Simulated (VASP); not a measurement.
# Mg (a cell with a defect) in VASP: relaxation of the atoms with PBEsol

Aim: the relaxation of the atoms of Mg (a cell with a defect) with PBEsol.

Everything below comes from runs of VASP 6.6.1. Logs are shortened: lines on timing, memory, paths and dates and some standing lists are left out, and cuts for length are marked.

**1. The cell of the first run**

The cell holds a defect, 13 atoms: a = 6.420 Å, b = 9.630 Å, c = 5.213 Å, α = 90.00°, β = 90.00°, γ = 120.00°.

**2. Relaxation of the atoms, PBEsol**

The input, INCAR:

```
PREC = Accurate
ENCUT = 520
EDIFF = 1E-7
ISMEAR = -1
SIGMA = 0.1
LREAL = False
LASPH = True
NELM = 100
ALGO = Normal
ISIF = 2
LWAVE = False
LCHARG = False
GGA = PS
IBRION = 2
NSW = 80
EDIFFG = -0.03
```

The input, KPOINTS:

```
Automatic mesh
0
Gamma
  3 2 3
```

The input, POSCAR:

```
Mg
1.0
    6.4200000000      0.0000000000      0.0000000000
   -4.8150000000      8.3398250000      0.0000000000
    0.0000000000      0.0000000000      5.2130400000
Mg
13
Direct
    0.0000000000      0.0000000000      0.0000000000
    0.1666666600      0.2222222100      0.5000000000
   -0.0000000100      0.3333333200      0.0000000000
    0.1666666500      0.5555555300      0.5000000000
   -0.0000000200      0.6666666400      0.0000000000
    0.1666666400      0.8888888500      0.5000000000
    0.5000000000      0.0000000000      0.0000000000
    0.6666666600      0.2222222100      0.5000000000
    0.4999999900      0.3333333200      0.0000000000
    0.6666666500      0.5555555300      0.5000000000
    0.4999999800      0.6666666400      0.0000000000
    0.6666666400      0.8888888500      0.5000000000
    0.3405982300      0.1046790000      0.2527033800
```

Potentials or basis: VASP PAW PBE potentials, release 64 (Mg).

Run with:

```console
> cat potpaw_PBE.64/Mg/POTCAR > POTCAR
> mpirun -np 1 vasp_std > vasp.out
```

OUTCAR:

```text
PREC = Accurate
   ENCUT = 520
   EDIFF = 1E-7
   ISMEAR = -1
   LREAL = False
   LASPH = True
   NELM = 100
   ISIF = 2
   GGA = PS
   IBRION = 2
   NSW = 80
   EDIFFG = -0.03

 ion  position               nearest neighbor table
   1  0.000  0.000  0.000-  13 2.31   2 3.20   2 3.20  12 3.20  12 3.20   6 3.20   6 3.20   7 3.21
                             7 3.21   9 3.21   3 3.21   5 3.21  11 3.21
   2  0.167  0.222  0.500-  13 2.34   1 3.20   1 3.20   9 3.20   9 3.20   3 3.20   3 3.20   8 3.21
                             8 3.21   4 3.21  10 3.21  12 3.21   6 3.21
   3  1.000  0.333  0.000-   4 3.20   4 3.20   8 3.20   8 3.20   2 3.20   2 3.20   9 3.21   9 3.21
                             7 3.21  11 3.21   1 3.21   5 3.21
   4  0.167  0.556  0.500-   3 3.20   3 3.20  11 3.20  11 3.20   5 3.20   5 3.20  10 3.21  10 3.21
                             2 3.21  12 3.21   6 3.21   8 3.21
   5  1.000  0.667  0.000-   6 3.20   6 3.20  10 3.20  10 3.20   4 3.20   4 3.20  11 3.21  11 3.21
                             9 3.21   3 3.21   1 3.21   7 3.21
   6  0.167  0.889  0.500-  13 2.22   5 3.20   5 3.20   7 3.20   7 3.20   1 3.20   1 3.20  12 3.21
                            12 3.21  10 3.21   4 3.21   8 3.21   2 3.21
   7  0.500  0.000  0.000-  13 2.20   8 3.20   8 3.20   6 3.20   6 3.20  12 3.20  12 3.20   1 3.21
                             1 3.21   3 3.21   9 3.21  11 3.21   5 3.21
   8  0.667  0.222  0.500-  13 2.23   7 3.20   7 3.20   3 3.20   3 3.20   9 3.20   9 3.20   2 3.21
                             2 3.21  10 3.21   4 3.21   6 3.21  12 3.21
   9  0.500  0.333  0.000-  13 2.32  10 3.20  10 3.20   2 3.20   2 3.20   8 3.20   8 3.20   3 3.21
                             3 3.21   5 3.21   1 3.21  11 3.21   7 3.21
  10  0.667  0.556  0.500-   9 3.20   9 3.20   5 3.20   5 3.20  11 3.20  11 3.20   4 3.21   4 3.21
                             8 3.21   6 3.21  12 3.21   2 3.21
  11  0.500  0.667  0.000-  12 3.20  12 3.20   4 3.20   4 3.20  10 3.20  10 3.20   5 3.21   5 3.21
                             3 3.21   9 3.21   7 3.21   1 3.21
  12  0.667  0.889  0.500-  11 3.20  11 3.20   1 3.20   1 3.20   7 3.20   7 3.20   6 3.21   6 3.21
                             4 3.21  10 3.21   2 3.21   8 3.21
  13  0.341  0.105  0.253-   7 2.20   6 2.22   8 2.23   1 2.31   9 2.32   2 2.34

  LATTYP: Found a simple monoclinic cell.
 ALAT       =     6.4200000000
 B/A-ratio  =     0.8120000000
 C/A-ratio  =     1.3228757108
 COS(beta)  =    -0.1889822286

  Lattice vectors:

 A1 = (   6.4200000000,   0.0000000000,   0.0000000000)
 A2 = (   0.0000000000,   0.0000000000,   5.2130400000)
 A3 = (  -1.6050000000,  -8.3398250000,   0.0000000000)

Analysis of symmetry for initial positions (statically):
=====================================================================
 Subroutine PRICEL returns:
 Original cell was already a primitive cell.

 Routine SETGRP: Setting up the symmetry group for a
 simple monoclinic supercell.

 Subroutine GETGRP returns: Found  1 space group operations
 (whereof  1 operations were pure point group operations)
[... 153 lines left out ...]
   NELECT =      26.0000    total number of electrons
   NUPDOWN=      -1.0000    fix difference up-down
   EMIN   =  10.00;   EMAX   =-10.00  energy-range for DOS
   EFERMI =   0.00;   METHOD = LEGACY
   ISMEAR =    -1;   SIGMA  =   0.10  broadening in eV -4-tet -1-fermi 0-gaus
   EFERMI_NEDOS =   21; number of points for ismear=-14 and -15
   IALGO  =     38    algorithm
   IMIX   =      4    mixing-type and parameters
     AMIX     =   0.40;   BMIX     =  1.00
     AMIX_MAG =   1.60;   BMIX_MAG =  1.00
  volume/ion in A,a.u.               =      21.47       144.89
  Fermi-wavevector in a.u.,A,eV,Ry     =   0.742116  1.402395  7.493214  0.550736
  Thomas-Fermi vector in A             =   1.836918
   LORBIT       =      0    0 simple, 1 ext, 2 COOP (PROOUT), +10 PAW based schemes
   GGA     = PS    functional components
   LHFCALC =     F    Hartree Fock is set to
   AEXX    =    0.0000 exact exchange contribution
   IVDW    =     0    specifies the selected vdW correction
   LEPSILON=     F    determine dielectric tensor
   LRPA    =     F    only Hartree local field effects (RPA)
 conjugate gradient relaxation of ions
 non-spin polarized calculation
  energy-cutoff  :      520.00
  volume of cell :      279.11
 maximum number of plane-waves:      7549
   NGX = 23   NGY = 35   NGZ = 19

--------------------------------------- Ionic step        1  -------------------------------------------

 number of electron      26.0000000 magnetization

 Free energy of the ion-electron system (eV)
  ---------------------------------------------------
  ext. energy  EPLUGINS =         0.00000000
  ---------------------------------------------------
  free energy    TOTEN  =       -16.27736419 eV

  energy without entropy =      -16.02486973  energy(sigma->0) =      -16.15111696

------------------------ aborting loop because EDIFF is reached ----------------------------------------

  FORCE on cell =-STRESS in cart. coord.  units (eV):
  Direction    XX          YY          ZZ          XY          YZ          ZX
  --------------------------------------------------------------------------------------
  -------------------------------------------------------------------------------------
  Total       12.3106841     12.2300450     13.4517678      0.0609680     -0.1593456     -0.3466948
  in kB       70.6658758     70.2029908     77.2159329      0.3499689     -0.9146768     -1.9901001
  external PRESSURE =      72.6949332 kB  Pullay stress =       0.0000000 kB
[... 122 lines left out ...]
  FREE ENERGIE OF THE ION-ELECTRON SYSTEM (eV)
  ---------------------------------------------------
  free  energy   TOTEN  =       -19.1153059078 eV

  energy  without entropy=      -18.8485193222  energy(sigma->0) =      -18.98191262

[... ionic steps 4 to 44 ...]

--------------------------------------- Ionic step       45  -------------------------------------------

 number of electron      26.0000000 magnetization

------------------------ aborting loop because EDIFF is reached ----------------------------------------
[... 89 lines left out ...]
--------------------------------------- Ionic step       47  -------------------------------------------

 number of electron      26.0000000 magnetization

 Free energy of the ion-electron system (eV)
  ---------------------------------------------------
  ext. energy  EPLUGINS =         0.00000000
  ---------------------------------------------------
  free energy    TOTEN  =       -20.21441744 eV

  energy without entropy =      -19.95316230  energy(sigma->0) =      -20.08378987

 E-fermi :   2.8200     XC(G=0):  -8.7375

 val. band max:        2.8122434682   @ k =   0.0000   0.5000   0.3333
 cond. band min:       2.8400120519   @ k =   0.0000   0.0000   0.3333
 fundamental gap:      0.0277685837
 Fermi energy:         2.8200401344

 k-point     1 :       0.0000    0.0000    0.0000
  band No.  band energies     occupation
      1      -4.2886      2.00000
      2      -2.1633      2.00000
      3      -2.1217      2.00000
      4      -0.6179      2.00000
      5      -0.5294      2.00000
      6       0.4560      2.00000
[... 259 lines left out ...]
  FREE ENERGIE OF THE ION-ELECTRON SYSTEM (eV)
  ---------------------------------------------------
  free  energy   TOTEN  =       -20.2144174366 eV

  energy  without entropy=      -19.9531622960  energy(sigma->0) =      -20.08378987

 reached required accuracy - stopping structural energy minimisation
```

OSZICAR:

```text
N       E                     dE             d eps       ncg     rms          rms(c)
DAV:   1     0.314528245587E+02    0.31453E+02   -0.79931E+03   400   0.954E+02
DAV:   2    -0.145681253818E+02   -0.46021E+02   -0.44271E+02   464   0.101E+02
DAV:   3    -0.170561078323E+02   -0.24880E+01   -0.23424E+01   532   0.189E+01
[... 399 lines left out ...]
DAV:   1    -0.202143883795E+02   -0.11920E-02   -0.32635E-02   400   0.107E+00    0.341E-02
DAV:   2    -0.202144134022E+02   -0.25023E-04   -0.64411E-04   552   0.150E-01    0.200E-02
DAV:   3    -0.202144160269E+02   -0.26247E-05   -0.28917E-05   484   0.271E-02    0.934E-03
DAV:   4    -0.202144174194E+02   -0.13925E-05   -0.24364E-06   528   0.841E-03    0.223E-03
DAV:   5    -0.202144174366E+02   -0.17173E-07   -0.13426E-07   268   0.193E-03
  47 F= -.20214417E+02 E0= -.20083790E+02  d E =-.122100E-02
```

CONTCAR:

```text
Mg
   1.00000000000000
     6.4199999999999999    0.0000000000000000    0.0000000000000000
    -4.8150000000000004    8.3398249999999994    0.0000000000000000
     0.0000000000000000    0.0000000000000000    5.2130400000000003
  Mg
    13
Direct
     0.9985002450249497    0.9973448530409192    0.9852348239568788
     0.1431998391557669    0.2062090025309625    0.5309674163532605
     0.9884923550799237    0.3276097463806633    0.1219816586211654
     0.2080466422056578    0.5935260955277203    0.4955603327140077
     0.9786904059087791    0.6414616999973338    0.9837129862528052
     0.0566767142870906    0.8407246902372145    0.4884313064887100
     0.4618928108583006    0.9627491967589683    0.8588325400049140
     0.7849988863444091    0.3050006802063441    0.6594587402078623
     0.4536522891701250    0.3460465459196171    0.9790007938902652
     0.6265645447046791    0.5277039728481471    0.4636445399737826
     0.5156575060513835    0.6720124654304254    0.9670582150190661
     0.6551299827987149    0.9004167454112798    0.4145112189915915
     0.4690958484102188    0.1172064057104058    0.3043088075256905

  0.00000000E+00  0.00000000E+00  0.00000000E+00
  0.00000000E+00  0.00000000E+00  0.00000000E+00
  0.00000000E+00  0.00000000E+00  0.00000000E+00
  0.00000000E+00  0.00000000E+00  0.00000000E+00
  0.00000000E+00  0.00000000E+00  0.00000000E+00
  0.00000000E+00  0.00000000E+00  0.00000000E+00
  0.00000000E+00  0.00000000E+00  0.00000000E+00
  0.00000000E+00  0.00000000E+00  0.00000000E+00
  0.00000000E+00  0.00000000E+00  0.00000000E+00
  0.00000000E+00  0.00000000E+00  0.00000000E+00
  0.00000000E+00  0.00000000E+00  0.00000000E+00
  0.00000000E+00  0.00000000E+00  0.00000000E+00
  0.00000000E+00  0.00000000E+00  0.00000000E+00
```

Run time: 52 min. Hardware: 1 thread of Intel Xeon 8259CL, shared host; peak memory 0.39 GiB.

Results:

* Free energy: -20.2144 eV
* Energy gained by relaxing: 302.9 meV/atom
* Ionic steps: 47
* Pressure after relaxing: 3.8 GPa
* Largest force after relaxing: 0.030 eV/Å
* Band gap on the k mesh: zero (bands 13 and 14 overlap by 0.45 eV)

Forces in eV/Å, atoms in the order of the input:
```
Mg   0.008  0.003 -0.004
Mg   0.011 -0.002 -0.002
Mg   0.002  0.021  0.009
Mg  -0.004  0.015 -0.004
Mg  -0.009 -0.016  0.012
Mg  -0.005  0.003 -0.010
Mg  -0.007 -0.028  0.006
Mg   0.007  0.010 -0.005
Mg   0.001 -0.007 -0.015
Mg  -0.007 -0.002 -0.002
Mg   0.002  0.005  0.003
Mg  -0.006  0.005  0.013
Mg   0.006 -0.006 -0.002
```

Stress tensor (GPa, compression positive):
```
3.03 0.51 0.34
0.51 3.03 0.62
0.34 0.62 5.37
```

The path:
| step | energy change (eV) | largest force (eV/Å) | pressure (GPa) |
| --- | --- | --- | --- |
| 1 | 0.0000 | 3.8269 | 7.27 |
| 3 | -2.8379 | 1.2480 | 5.01 |
| 5 | -3.1205 | 0.5964 | 4.61 |
| 7 | -3.2993 | 0.3573 | 4.44 |
| 9 | -3.4416 | 0.1793 | 4.32 |
| 11 | -3.4915 | 0.1514 | 4.27 |
| 13 | -3.5217 | 0.1088 | 4.22 |
| 15 | -3.5481 | 0.1283 | 4.19 |
| 17 | -3.5716 | 0.1914 | 4.18 |
| 19 | -3.5981 | 0.1967 | 4.18 |
| 21 | -3.6347 | 0.2014 | 4.16 |
| 23 | -3.6748 | 0.6169 | 4.12 |
| 25 | -3.7038 | 0.4129 | 4.07 |
| 27 | -3.7676 | 0.3045 | 4.04 |
| 29 | -3.7930 | 0.2171 | 4.00 |
| 31 | -3.8235 | 0.1310 | 3.97 |
| 33 | -3.8614 | 0.1784 | 3.91 |
| 35 | -3.8528 | 0.3420 | 3.94 |
| 37 | -3.9116 | 0.0947 | 3.85 |
| 39 | -3.9250 | 0.0637 | 3.83 |
| 41 | -3.9309 | 0.0749 | 3.81 |
| 43 | -3.9341 | 0.0568 | 3.81 |
| 45 | -3.9358 | 0.0345 | 3.81 |
| 47 | -3.9371 | 0.0296 | 3.81 |

Final structure:
```cif
data_structure
_symmetry_space_group_name_H-M 'P 1'
_symmetry_Int_Tables_number 1
_cell_length_a 6.4200
_cell_length_b 9.6300
_cell_length_c 5.2130
_cell_angle_alpha 90.000
_cell_angle_beta 90.000
_cell_angle_gamma 120.000
_cell_volume 279.11
loop_
_atom_site_label
_atom_site_type_symbol
_atom_site_fract_x
_atom_site_fract_y
_atom_site_fract_z
_atom_site_occupancy
Mg1 Mg 0.99850 0.99734 0.98523 1
Mg2 Mg 0.14320 0.20621 0.53097 1
Mg3 Mg 0.98849 0.32761 0.12198 1
Mg4 Mg 0.20805 0.59353 0.49556 1
Mg5 Mg 0.97869 0.64146 0.98371 1
Mg6 Mg 0.05668 0.84072 0.48843 1
Mg7 Mg 0.46189 0.96275 0.85883 1
Mg8 Mg 0.78500 0.30500 0.65946 1
Mg9 Mg 0.45365 0.34605 0.97900 1
Mg10 Mg 0.62656 0.52770 0.46364 1
Mg11 Mg 0.51566 0.67201 0.96706 1
Mg12 Mg 0.65513 0.90042 0.41451 1
Mg13 Mg 0.46910 0.11721 0.30431 1
```

Levels at points of the mesh, in eV from the Fermi level:
```
           k point  band 9  band 10  band 11  band 12  band 13  band 14  band 15  band 16  band 17  band 18
(0.00, 0.00, 0.00)   -1.64    -0.47    -0.27     0.10     0.14     0.33     0.34     1.22     1.39     1.69
(0.00, 0.50, 0.00)   -1.39    -1.32    -1.21    -0.90    -0.48    -0.22     1.56     1.68     1.77     1.85
```

Caveat: the k points lie up to 0.40 Å⁻¹ apart; the PAW data sets were made with another functional, which shifts forces and pressure a little.
